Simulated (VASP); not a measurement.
A run of VASP 6.6.1 is set up as follows.

Contents of POSCAR:

```
GaN
1.0
    3.1900000000      0.0000000000      0.0000000000
   -1.5950000000      2.7626210381      0.0000000000
    0.0000000000      0.0000000000      5.1860000000
Ga N
2 2
Direct
    0.3333333333      0.6666666667      0.0000000000
    0.6666666667      0.3333333333      0.5000000000
    0.3333333333      0.6666666667      0.3789000000
    0.6666666667      0.3333333333      0.8789000000
```

The input INCAR.step1:

```
SYSTEM = GaN
  PREC = Accurate
  ENCUT = 500
  EDIFF = 1E-8
  ISMEAR = 0
  SIGMA = 0.01
  LREAL = .False.
  LASPH = .True.
  NELM = 60
  ALGO = Normal
  LWAVE = .True.
  LCHARG = .False.
  GGA = PE
```

INCAR.step2

```
SYSTEM = GaN
  PREC = Accurate
  ENCUT = 500
  EDIFF = 1E-8
  ISMEAR = 0
  SIGMA = 0.01
  LREAL = .False.
  LASPH = .True.
  NELM = 1
  ALGO = Exact
  LWAVE = .True.
  LCHARG = .False.
  GGA = PE
  NBANDS = 460
  LOPTICS = .True.
  ISTART = 1
```

Contents of INCAR.step3:

```
SYSTEM = GaN
  PREC = Accurate
  ENCUT = 500
  EDIFF = 1E-8
  ISMEAR = 0
  SIGMA = 0.01
  LREAL = .False.
  LASPH = .True.
  ALGO = EVGW0
  LWAVE = .False.
  LCHARG = .False.
  GGA = PE
  NELMGW = 1
  NBANDS = 460
  ENCUTGW = 180.0
  NOMEGA = 48
  PRECFOCK = Fast
  ISTART = 1
  NBANDSGW = 26
```

The input KPOINTS:

```
regular mesh
0
Gamma
  2 2 2
  0 0 0
```

Potentials or basis: VASP PAW PBE potentials, release 64 (Ga_d_GW, N_GW).

Command:

```bash
$ cat potpaw_PBE.64/Ga_d_GW/POTCAR potpaw_PBE.64/N_GW/POTCAR > POTCAR
$ cp INCAR.step1 INCAR
$ mpirun -np 1 vasp_std > vasp.out
$ cp INCAR.step2 INCAR
$ mpirun -np 1 vasp_std > vasp.out
$ cp INCAR.step3 INCAR
$ mpirun -np 1 vasp_std > vasp.out
```

Task: What does it give for the quasiparticle gap?

Result: 2.80 eV.

Task: Predict the least direct quasiparticle gap.

Result: 2.80 eV.

Task: Predict the least direct gap of the starting levels on the mesh.

Result: 1.81 eV.

Task: What does it give for the band gap of the starting levels on the mesh?

Result: 1.81 eV.

Caveat: the k points lie up to 1.14 Å⁻¹ apart; bands, screening cutoff and mesh are small and nothing is extrapolated, so the quasiparticle values aren't converged.
